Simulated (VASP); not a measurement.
# Rb (P-1) in VASP: single point with PBE

Aim: the single point of Rb with PBE.

All numbers are computed with VASP 6.6.1; they aren't measurements. Logs are shortened: lines on timing, memory, paths and dates and some standing lists are left out, and cuts for length are marked.

### Step 1. The cell of the first run

The typed cell holds 1 atom: a = 4.886 Å, b = 4.918 Å, c = 4.833 Å, α = 107.59°, β = 109.52°, γ = 112.42°.

### Step 2. Single point, PBE (the cell strained at random)

INCAR reads:

```
SYSTEM = Rb
ALGO = Normal
EDIFF = 1E-6
ENCUT = 500
GGA = PE
GGA_COMPAT = .FALSE.
ISIF = 2
ISMEAR = -1
LASPH = .TRUE.
LCHARG = .FALSE.
LREAL = .FALSE.
LWAVE = .FALSE.
NBANDS = 10
NELM = 120
PREC = Accurate
SIGMA = 0.05
```

KPOINTS reads:

```
k-points
0
G
  7 7 7
  0 0 0
```

POSCAR reads:

```
Rb
1.0
   -2.9208720000      2.8264060000      2.7124160000
    2.9162840000     -2.8591040000      2.7405260000
    2.8432880000      2.7815200000     -2.7451140000
Rb
1
Direct
    0.0022960000     -0.0052890000     -0.0053710000
```

Potentials or basis: VASP PAW PBE potentials, release 64 (Rb_sv).

Run with:

```sh
> cat potpaw_PBE.64/Rb_sv/POTCAR > POTCAR
> mpirun -np 1 vasp_std > vasp.out
```

OUTCAR:

```text
SYSTEM = Rb
   EDIFF = 1E-6
   ENCUT = 500
   GGA = PE
   ISIF = 2
   ISMEAR = -1
   LASPH = .TRUE.
   LREAL = .FALSE.
   NELM = 120
   PREC = Accurate

 ion  position               nearest neighbor table
   1  0.002  0.995  0.995-

  LATTYP: Found a triclinic cell.
 ALAT       =    12.5301478731
 B/A-ratio  =     0.6279701273
 C/A-ratio  =     0.3822986079
 COS(alpha) =     0.0117712775
 COS(beta)  =     0.2590705697
 COS(gamma) =     0.9506791106

  Lattice vectors:

 A1 = (   0.1505800000, -11.2485500000,   5.5183380000)
 A2 = (   0.0729960000,  -5.6406240000,   5.4856400000)
 A3 = (  -2.8387000000,  -2.7488220000,  -2.7078280000)

Analysis of symmetry for initial positions (statically):
=====================================================================
 Subroutine PRICEL returns:
 Original cell was already a primitive cell.

 Routine SETGRP: Setting up the symmetry group for a
 triclinic supercell.

 Subroutine GETGRP returns: Found  2 space group operations
 (whereof  1 operations were pure point group operations)
 out of a pool of  2 trial point group operations.

The static configuration has the point symmetry C_1 .
 The point group associated with its full space group is S_2 .

Analysis of symmetry for dynamics (positions and initial velocities):
=====================================================================
 Subroutine PRICEL returns:
 Original cell was already a primitive cell.

 Routine SETGRP: Setting up the symmetry group for a
 triclinic supercell.

 Subroutine GETGRP returns: Found  2 space group operations
 (whereof  1 operations were pure point group operations)
 out of a pool of  2 trial point group operations.

The dynamic configuration has the point symmetry C_1 .
 The point group associated with its full space group is S_2 .

 Subroutine INISYM returns: Found  2 space group operations
 (whereof  1 operations are pure point group operations),
 and found     1 'primitive' translations

----------------------------------------------------------------------------------------

                                     Primitive cell

  volume of cell :      88.0434

  direct lattice vectors                    reciprocal lattice vectors
    -2.920872000  2.826406000  2.712416000     0.002563946  0.179430072  0.184465334
     2.916284000 -2.859104000  2.740526000     0.173817038  0.003474953  0.183554327
     2.843288000  2.781520000 -2.745114000     0.176059938  0.180761964  0.001232054

  length of vectors
     4.886436808  4.918299585  4.832886408     0.257350314  0.252817383  0.252336100
[... 84 lines left out ...]
   NFREE  =      0    steps in history (QN), initial steepest desc. (CG)
   ISIF   =      2    stress and relaxation
   ISYM   =      2    0-nonsym 1-usesym 2-fastsym
   POTIM  = 0.5000    time-step for ionic-motion
   TEBEG  =    0.0;   TEEND  =   0.0 temperature during run
   PSTRESS=    0.0 pullay stress
   NELECT =       9.0000    total number of electrons
   NUPDOWN=      -1.0000    fix difference up-down
   EMIN   =  10.00;   EMAX   =-10.00  energy-range for DOS
   EFERMI =   0.00;   METHOD = LEGACY
   ISMEAR =    -1;   SIGMA  =   0.05  broadening in eV -4-tet -1-fermi 0-gaus
   EFERMI_NEDOS =   21; number of points for ismear=-14 and -15
   IALGO  =     38    algorithm
   IMIX   =      4    mixing-type and parameters
     AMIX     =   0.40;   BMIX     =  1.00
     AMIX_MAG =   1.60;   BMIX_MAG =  1.00
  volume/ion in A,a.u.               =      88.04       594.15
  Fermi-wavevector in a.u.,A,eV,Ry     =   0.765462  1.446513  7.972080  0.585931
  Thomas-Fermi vector in A             =   1.865587
   LORBIT       =      0    0 simple, 1 ext, 2 COOP (PROOUT), +10 PAW based schemes
   GGA     = PE    functional components
   LHFCALC =     F    Hartree Fock is set to
   AEXX    =    0.0000 exact exchange contribution
   IVDW    =     0    specifies the selected vdW correction
   LEPSILON=     F    determine dielectric tensor
   LRPA    =     F    only Hartree local field effects (RPA)
 non-spin polarized calculation
  energy-cutoff  :      500.00
  volume of cell :       88.04
 maximum number of plane-waves:      2251
   NGX = 17   NGY = 17   NGZ = 17

 number of electron       9.0000000 magnetization

 Free energy of the ion-electron system (eV)
  ---------------------------------------------------
  ext. energy  EPLUGINS =         0.00000000
  ---------------------------------------------------
  free energy    TOTEN  =        -0.94095521 eV

  energy without entropy =       -0.93338846  energy(sigma->0) =       -0.93717184

 E-fermi :   0.0854     XC(G=0):  -5.5463

 val. band max:        0.0743766244   @ k =  -0.4286   0.4286   0.1429
 cond. band min:       0.0999080612   @ k =  -0.1429  -0.4286   0.2857
 fundamental gap:      0.0255314368
 Fermi energy:         0.0853723901

 k-point     1 :       0.0000    0.0000    0.0000
  band No.  band energies     occupation
      1     -28.8001      2.00000
      2     -12.8404      2.00000
      3     -12.8388      2.00000
      4     -12.8369      2.00000
      5      -1.9286      2.00000
      6       3.6410      0.00000
      7       3.7897      0.00000
      8       3.9650      0.00000
      9       4.5969      0.00000
     10       4.9267      0.00000
[... 287 lines left out ...]
 k-point    24 :      -0.2857    0.4286    0.0000
  band No.  band energies     occupation
      1     -28.7962      2.00000
      2     -12.9187      2.00000
      3     -12.8693      2.00000
      4     -12.8438      2.00000
      5      -0.4422      1.99995
      6       1.7096      0.00000
      7       2.6709      0.00000
      8       4.3527      0.00000
      9       4.8886      0.00000
     10       5.3677      0.00000

 [... further k-points ...]

------------------------ aborting loop because EDIFF is reached ----------------------------------------

  FORCE on cell =-STRESS in cart. coord.  units (eV):
  Direction    XX          YY          ZZ          XY          YZ          ZX
  --------------------------------------------------------------------------------------
  -------------------------------------------------------------------------------------
  Total        0.0634607      0.0529824      0.0384389      0.0409461      0.0146084      0.0032523
  in kB        1.1548321      0.9641510      0.6994949      0.7451207      0.2658376      0.0591834
  external PRESSURE =       0.9394927 kB  Pullay stress =       0.0000000 kB

 VOLUME and BASIS-vectors are now :
 -----------------------------------------------------------------------------
  energy-cutoff  :      500.00
  volume of cell :       88.04
      direct lattice vectors                 reciprocal lattice vectors
    -2.920872000  2.826406000  2.712416000     0.002563946  0.179430072  0.184465334
     2.916284000 -2.859104000  2.740526000     0.173817038  0.003474953  0.183554327
     2.843288000  2.781520000 -2.745114000     0.176059938  0.180761964  0.001232054

 POSITION                                       TOTAL-FORCE (eV/Angst)
 -----------------------------------------------------------------------------------
      5.72217     -0.07091      0.00189         0.000000      0.000000      0.000000
 -----------------------------------------------------------------------------------
    total drift:                                0.000000      0.000000      0.000000

  FREE ENERGIE OF THE ION-ELECTRON SYSTEM (eV)
  ---------------------------------------------------
  free  energy   TOTEN  =        -0.9409552145 eV

  energy  without entropy=       -0.9333884595  energy(sigma->0) =       -0.93717184
```

OSZICAR:

```text
N       E                     dE             d eps       ncg     rms          rms(c)
DAV:   1     0.421234732805E+02    0.42123E+02   -0.32964E+03  3440   0.644E+02
DAV:   2     0.174598040538E+01   -0.40377E+02   -0.39522E+02  3850   0.123E+02
DAV:   3    -0.829721056283E+00   -0.25757E+01   -0.25697E+01  4646   0.321E+01
DAV:   4    -0.937307367414E+00   -0.10759E+00   -0.10726E+00  4818   0.562E+00
DAV:   5    -0.939612176589E+00   -0.23048E-02   -0.23038E-02  4716   0.708E-01    0.126E+00
DAV:   6    -0.940010898415E+00   -0.39872E-03   -0.20778E-03  4696   0.259E-01    0.765E-01
DAV:   7    -0.940835494709E+00   -0.82460E-03   -0.32712E-03  4116   0.325E-01    0.484E-02
DAV:   8    -0.940943814339E+00   -0.10832E-03   -0.12649E-04  4010   0.889E-02    0.185E-02
DAV:   9    -0.940955474145E+00   -0.11660E-04   -0.11879E-05  4658   0.262E-02    0.503E-03
DAV:  10    -0.940955214549E+00    0.25960E-06   -0.38471E-06  4608   0.109E-02
   1 F= -.94095521E+00 E0= -.93717184E+00  d E =-.756676E-02
```

stdout:

```text
POSCAR found type information on POSCAR Rb
 POSCAR found :  1 types and       1 ions
 scaLAPACK will be used
 LDA part: xc-table for (Slater+PW92), standard interpolation
 POSCAR, INCAR and KPOINTS ok, starting setup
 FFT: planning ... GRIDC
 FFT: planning ... GRID_SOFT
 FFT: planning ... GRID
 WAVECAR not read
 entering main loop
```

It took 2.5 min on 1 thread of AMD EPYC 7R13, shared host; peak memory 0.26 GiB.

What came out:

```
Free energy            : -0.9410 eV
Pressure               : 0.1 GPa
Band gap on the k mesh : zero (an odd number of electrons rules out a gap without spin polarisation)
```

Stress tensor (GPa, compression positive):
```
0.12 0.07 0.01
0.07 0.10 0.03
0.01 0.03 0.07
```

Levels at points of the mesh, in eV from the Fermi level:
```csv
k point,band 2,band 3,band 4,band 5,band 6,band 7
"(0.00, 0.00, 0.00)",-12.93,-12.92,-12.92,-2.01,3.56,3.70
```

Caveat: the cell differs from its parent crystal (the cell strained at random).
